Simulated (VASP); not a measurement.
# Tb3SiTe (P4mm) in VASP: further runs

Runs on Tb3SiTe. Level: PBE. Tasks: single point, relaxation of cell and atoms.

Everything below comes from runs of VASP 6.6.1. Logs are shortened: lines on timing, memory, paths and dates and some standing lists are left out, and cuts for length are marked.

## Step 1: The cell of the first run

The structure is tetragonal, space group P4mm (No. 99). The conventional cell has a = 5.379 Å, b = 5.379 Å, c = 5.640 Å, α = 90.00°, β = 90.00°, γ = 90.00°. Within 3.6 Å of Tb (site symmetry 4mm) lie 2 Si at 2.73 to 2.91 Å and 4 Tb at 3.56 Å. Within 3.6 Å of Tb (site symmetry 2mm) lie 2 Si at 2.75 Å and 2 Te at 3.19 Å and 2 Tb at 3.56 Å. Si (site symmetry 4mm) has 6 Tb at 2.73 to 2.91 Å within 3.6 Å. Te (site symmetry 4mm) has 8 Tb at 3.19 to 3.85 Å within 4.2 Å.

The cell was built from a structure type or drawn by symmetry, and may not be a known phase.

## Step 2: Single point, PBE

INCAR

```
SYSTEM = Tb3SiTe
PREC = Accurate
ENCUT = 500
EDIFF = 1E-6
ISMEAR = 0
SIGMA = 0.1
LREAL = .FALSE.
LASPH = .TRUE.
NELM = 200
ALGO = Normal
ISIF = 2
LWAVE = .FALSE.
LCHARG = .TRUE.
GGA = PE
LELF = .TRUE.
LVHAR = .TRUE.
NBANDS = 26
GGA_COMPAT = .FALSE.
LMAXMIX = 6
```

KPOINTS

```
regular mesh
0
G
  8 8 8
  0 0 0
```

POSCAR

```
Tb3SiTe
1.0
    5.3790825583      0.0000000000      0.0000000000
    0.0000000000      5.3790825583      0.0000000000
    0.0000000000      0.0000000000      5.6398032724
Tb Si Te
3 1 1
Direct
    0.5000000000      0.5000000000      0.7487296027
    0.5000000000      0.0000000000      0.3358432068
    0.0000000000      0.5000000000      0.3358432068
    0.5000000000      0.5000000000      0.2334100915
    0.0000000000      0.0000000000      0.6388063123
```

Potentials or basis: VASP PAW PBE potentials, release 64 (Tb_3, Si, Te), 4f in core.

Run with:

```console
cat potpaw_PBE.64/Tb_3/POTCAR potpaw_PBE.64/Si/POTCAR potpaw_PBE.64/Te/POTCAR > POTCAR
mpirun -np 1 vasp_std > vasp.out
```

OUTCAR:

```text
SYSTEM = Tb3SiTe
   PREC = Accurate
   ENCUT = 500
   EDIFF = 1E-6
   ISMEAR = 0
   LREAL = .FALSE.
   LASPH = .TRUE.
   NELM = 200
   ISIF = 2
   GGA = PE

 ion  position               nearest neighbor table
   1  0.500  0.500  0.749-   4 2.73   4 2.91   2 3.56   3 3.56   2 3.56   3 3.56
   2  0.500  0.000  0.336-   4 2.75   4 2.75   5 3.19   5 3.19   1 3.56   1 3.56   3 3.80   3 3.80
                             3 3.80   3 3.80
   3  0.000  0.500  0.336-   4 2.75   4 2.75   5 3.19   5 3.19   1 3.56   1 3.56   2 3.80   2 3.80
                             2 3.80   2 3.80
   4  0.500  0.500  0.233-   1 2.73   2 2.75   3 2.75   2 2.75   3 2.75   1 2.91
   5  0.000  0.000  0.639-   2 3.19   3 3.19   3 3.19   2 3.19

  LATTYP: Found a simple tetragonal cell.
 ALAT       =     5.3790825583
 C/A-ratio  =     1.0484693647

  Lattice vectors:

 A1 = (   5.3790825583,   0.0000000000,   0.0000000000)
 A2 = (   0.0000000000,   5.3790825583,   0.0000000000)
 A3 = (   0.0000000000,   0.0000000000,   5.6398032724)

Analysis of symmetry for initial positions (statically):
=====================================================================
 Subroutine PRICEL returns:
 Original cell was already a primitive cell.

 Routine SETGRP: Setting up the symmetry group for a
 simple tetragonal supercell.

 Subroutine GETGRP returns: Found  8 space group operations
 (whereof  8 operations were pure point group operations)
 out of a pool of 16 trial point group operations.

The static configuration has the point symmetry C_4v.

Analysis of symmetry for dynamics (positions and initial velocities):
=====================================================================
 Subroutine PRICEL returns:
 Original cell was already a primitive cell.

 Routine SETGRP: Setting up the symmetry group for a
 simple tetragonal supercell.

 Subroutine GETGRP returns: Found  8 space group operations
 (whereof  8 operations were pure point group operations)
 out of a pool of 16 trial point group operations.

The dynamic configuration has the point symmetry C_4v.

 Subroutine INISYM returns: Found  8 space group operations
 (whereof  8 operations are pure point group operations),
 and found     1 'primitive' translations

----------------------------------------------------------------------------------------

                                     Primitive cell

  volume of cell :     163.1851

  direct lattice vectors                    reciprocal lattice vectors
     5.379082558  0.000000000  0.000000000     0.185905308  0.000000000  0.000000000
     0.000000000  5.379082558  0.000000000     0.000000000  0.185905308  0.000000000
     0.000000000  0.000000000  5.639803272     0.000000000  0.000000000  0.177311149

  length of vectors
     5.379082558  5.379082558  5.639803272     0.185905308  0.185905308  0.177311149

  position of ions in fractional coordinates (direct lattice)
     0.500000000  0.500000000  0.748729603
     0.500000000  0.000000000  0.335843207
     0.000000000  0.500000000  0.335843207
     0.500000000  0.500000000  0.233410091
     0.000000000  0.000000000  0.638806312

  ion indices of the primitive-cell ions
   primitive index   ion index
                 1           1
                 2           2
                 3           3
                 4           4
                 5           5

----------------------------------------------------------------------------------------

 KPOINTS: regular mesh

Automatic generation of k-mesh.
 Grid dimensions read from file:
 generate k-points for:    8    8    8

 Generating k-lattice:

  Cartesian coordinates                     Fractional coordinates (reciprocal lattice)
     0.023238164  0.000000000  0.000000000     0.125000000  0.000000000  0.000000000
     0.000000000  0.023238164  0.000000000     0.000000000  0.125000000  0.000000000
     0.000000000  0.000000000  0.022163894     0.000000000  0.000000000  0.125000000

  Length of vectors
     0.023238164  0.023238164  0.022163894

  Shift w.r.t. Gamma in fractional coordinates (k-lattice)
     0.000000000  0.000000000  0.000000000

 Subroutine IBZKPT returns following result:
 ===========================================

 Found     75 irreducible k-points:

 Following reciprocal coordinates:
            Coordinates               Weight
  0.000000  0.000000  0.000000      1.000000
  0.125000  0.000000  0.000000      4.000000
  0.250000  0.000000  0.000000      4.000000
  0.375000  0.000000  0.000000      4.000000
  0.500000  0.000000  0.000000      2.000000
  0.125000  0.125000  0.000000      4.000000
[... 16 lines left out ...]
  0.375000  0.125000  0.125000     16.000000
  0.500000  0.125000  0.125000      8.000000
 [... further k-points ...]
   k-points           NKPTS =     75   k-points in BZ     NKDIM =     75   number of bands    NBANDS=     26
   number of dos      NEDOS =    301   number of ions     NIONS =      5
   total plane-waves  NPLWV =  67200
   dimension x,y,z NGX =    40 NGY =   40 NGZ =   42
   dimension x,y,z NGXF=    80 NGYF=   80 NGZF=   84
   ions per type =               3   1   1
   NGX,Y,Z   is equivalent  to a cutoff of  12.36, 12.36, 12.38 a.u.
   NGXF,Y,Z  is equivalent  to a cutoff of  24.72, 24.72, 24.76 a.u.
 SYSTEM =  Tb3SiTe
   PREC   = accura    normal or accurate (medium, high low for compatibility)
   ISTART =      0    job   : 0-new  1-cont  2-samecut
   ICHARG =      2    charge: 1-file 2-atom 10-const
   ISPIN  =      1    spin polarized calculation?
   LNONCOLLINEAR =      F non collinear calculations
   LSORBIT =      F    spin-orbit coupling
   LASPH  =      T    aspherical Exc in radial PAW
   ENCUT  =  500.0 eV  36.75 Ry    6.06 a.u.   9.81  9.81 10.28*2*pi/ulx,y,z
   NELM   =    200;   NELMIN=  2; NELMDL= -5     # of ELM steps
   EDIFF  = 0.1E-05   stopping-criterion for ELM
   LREAL  =      F    real-space projection
   EDIFFG = 0.1E-04   stopping-criterion for IOM
   NSW    =      0    number of steps for IOM
   IBRION =     -1    ionic relax: 0-MD 1-quasi-New 2-CG
   NFREE  =      0    steps in history (QN), initial steepest desc. (CG)
   ISIF   =      2    stress and relaxation
   ISYM   =      2    0-nonsym 1-usesym 2-fastsym
   POTIM  = 0.5000    time-step for ionic-motion
   TEBEG  =    0.0;   TEEND  =   0.0 temperature during run
   PSTRESS=    0.0 pullay stress
   NELECT =      37.0000    total number of electrons
   NUPDOWN=      -1.0000    fix difference up-down
   EMIN   =  10.00;   EMAX   =-10.00  energy-range for DOS
   EFERMI =   0.00;   METHOD = LEGACY
   ISMEAR =     0;   SIGMA  =   0.10  broadening in eV -4-tet -1-fermi 0-gaus
   EFERMI_NEDOS =   21; number of points for ismear=-14 and -15
   IALGO  =     38    algorithm
   IMIX   =      4    mixing-type and parameters
     AMIX     =   0.40;   BMIX     =  1.00
     AMIX_MAG =   1.60;   BMIX_MAG =  1.00
  volume/ion in A,a.u.               =      32.64       220.25
  Fermi-wavevector in a.u.,A,eV,Ry     =   0.998271  1.886459 13.558828  0.996546
  Thomas-Fermi vector in A             =   2.130484
   LORBIT       =      0    0 simple, 1 ext, 2 COOP (PROOUT), +10 PAW based schemes
   GGA     = PE    functional components
   LHFCALC =     F    Hartree Fock is set to
   AEXX    =    0.0000 exact exchange contribution
   IVDW    =     0    specifies the selected vdW correction
   LEPSILON=     F    determine dielectric tensor
   LRPA    =     F    only Hartree local field effects (RPA)
 non-spin polarized calculation
 Gauss-broadening in eV      SIGMA  =   0.10
  energy-cutoff  :      500.00
  volume of cell :      163.19
 maximum number of plane-waves:      4180
 NGX is ok and might be reduce to    40
   NGX = 19   NGY = 19   NGZ = 21

 number of electron      37.0000005 magnetization

 Free energy of the ion-electron system (eV)
  ---------------------------------------------------
  ext. energy  EPLUGINS =         0.00000000
  ---------------------------------------------------
  free energy    TOTEN  =       -24.45924378 eV

  energy without entropy =      -24.43605086  energy(sigma->0) =      -24.44764732

 E-fermi :   4.0075     XC(G=0):  -9.0966

 val. band max:        4.0039667767   @ k =   0.3750   0.1250   0.3750
 cond. band min:       4.0140742715   @ k =   0.3750   0.3750   0.0000
 fundamental gap:      0.0101074947
 Fermi energy:         4.0075194781

 k-point     1 :       0.0000    0.0000    0.0000
  band No.  band energies     occupation
      1     -19.4266      2.00000
      2     -19.4266      2.00000
      3     -19.2764      2.00000
      4     -19.0584      2.00000
      5     -19.0584      2.00000
      6     -19.0298      2.00000
[... 18 lines left out ...]
     25       6.7192      0.00000
     26       6.7441      0.00000

 k-point     2 :       0.1250    0.0000    0.0000
  band No.  band energies     occupation
      1     -19.4268      2.00000
      2     -19.4258      2.00000
      3     -19.2732      2.00000
      4     -19.0569      2.00000
      5     -19.0547      2.00000
      6     -19.0299      2.00000
[... 18 lines left out ...]
     25       6.5369      0.00000
     26       6.6844      0.00000

 k-point     3 :       0.2500    0.0000    0.0000
  band No.  band energies     occupation
      1     -19.4270      2.00000
      2     -19.4239      2.00000
      3     -19.2653      2.00000
      4     -19.0518      2.00000
      5     -19.0449      2.00000
      6     -19.0311      2.00000
[... 18 lines left out ...]
     25       6.4391      0.00000
     26       6.6874      0.00000

 k-point     4 :       0.3750    0.0000    0.0000
  band No.  band energies     occupation
      1     -19.4271      2.00000
      2     -19.4220      2.00000
      3     -19.2569      2.00000
      4     -19.0438      2.00000
      5     -19.0341      2.00000
      6     -19.0332      2.00000
[... 18 lines left out ...]
     25       6.2704      0.00000
     26       6.4663      0.00000
[... 496 lines left out ...]
      1     -19.4278      2.00000
      2     -19.4230      2.00000
      3     -19.2617      2.00000
      4     -19.0802      2.00000
      5     -19.0317      2.00000
      6     -19.0154      2.00000
[... 18 lines left out ...]
     25       6.3095      0.00000
     26       6.5498      0.00000

 k-point    23 :       0.3750    0.1250    0.1250
  band No.  band energies     occupation
      1     -19.4287      2.00000
      2     -19.4218      2.00000
      3     -19.2571      2.00000
      4     -19.0830      2.00000
      5     -19.0315      2.00000
      6     -19.0215      2.00000
[... 18 lines left out ...]
     25       6.2269      0.00000
     26       6.4792      0.00000

 k-point    24 :       0.5000    0.1250    0.1250
  band No.  band energies     occupation
      1     -19.4290      2.00000
      2     -19.4213      2.00000
      3     -19.2552      2.00000
      4     -19.0833      2.00000
      5     -19.0315      2.00000
      6     -19.0251      2.00000
[... 18 lines left out ...]
     25       6.3707      0.00000
     26       6.3954      0.00000

 [... further k-points ...]
[... 5 lines left out ...]
  --------------------------------------------------------------------------------------
  -------------------------------------------------------------------------------------
  Total        0.2435241      0.2435241      0.2091180      0.0000000      0.0000000      0.0000000
  in kB        2.3909587      2.3909587      2.0531547      0.0000000      0.0000000      0.0000000
  external PRESSURE =       2.2783574 kB  Pullay stress =       0.0000000 kB

 VOLUME and BASIS-vectors are now :
 -----------------------------------------------------------------------------
  energy-cutoff  :      500.00
  volume of cell :      163.19
      direct lattice vectors                 reciprocal lattice vectors
     5.379082558  0.000000000  0.000000000     0.185905308  0.000000000  0.000000000
     0.000000000  5.379082558  0.000000000     0.000000000  0.185905308  0.000000000
     0.000000000  0.000000000  5.639803272     0.000000000  0.000000000  0.177311149

 POSITION                                       TOTAL-FORCE (eV/Angst)
 -----------------------------------------------------------------------------------
      2.68954      2.68954      4.22269         0.000000      0.000000      0.018503
      2.68954      0.00000      1.89409         0.000000      0.000000     -0.018170
      0.00000      2.68954      1.89409         0.000000      0.000000     -0.018170
      2.68954      2.68954      1.31639         0.000000     -0.000000     -0.007073
      0.00000      0.00000      3.60274         0.000000      0.000000      0.024909
 -----------------------------------------------------------------------------------
    total drift:                               -0.000000      0.000000     -0.000968

  FREE ENERGIE OF THE ION-ELECTRON SYSTEM (eV)
  ---------------------------------------------------
  free  energy   TOTEN  =       -24.4592437753 eV

  energy  without entropy=      -24.4360508628  energy(sigma->0) =      -24.44764732
```

Run time: 1.8 min. Hardware: 1 thread of Intel Xeon 6975P-C (Granite Rapids), shared host; peak memory 0.44 GiB.

What came out:

```
Free energy            : -24.4592 eV
Pressure               : 0.2 GPa
Largest force          : 0.025 eV/Å
Band gap on the k mesh : zero (an odd number of electrons rules out a gap without spin polarisation)
```

Forces in eV/Å, atoms in the order of the input:
```
Tb   0.000  0.000  0.019
Tb   0.000  0.000 -0.018
Tb   0.000  0.000 -0.018
Si   0.000  0.000 -0.007
Te   0.000  0.000  0.025
```

Levels at points of the mesh, in eV from the Fermi level:
```tsv
k point	band 17	band 18	band 19	band 20	band 21	band 22
(0.00, 0.00, 0.00)	-1.13	-0.98	-0.96	-0.62	0.71	0.71
(0.50, 0.00, 0.00)	-1.33	-0.52	-0.39	0.33	0.53	0.84
(0.50, 0.50, 0.00)	-1.67	-0.06	-0.06	0.15	0.43	0.97
(0.00, 0.00, 0.50)	-1.24	-0.78	-0.13	-0.08	1.05	1.05
(0.50, 0.00, 0.50)	-1.67	0.17	0.35	0.64	0.97	1.02
(0.50, 0.50, 0.50)	-2.85	0.39	0.53	0.84	0.84	1.05
```

Caveat: spin-orbit coupling is left out, which moves the levels of the heavy elements; the 4f electrons are frozen in the core, so they carry no moment and show no levels. Spin polarisation is off, so any magnetic state and its effect on volume and gap are missing.

(Part 1 of 2 ends here.)
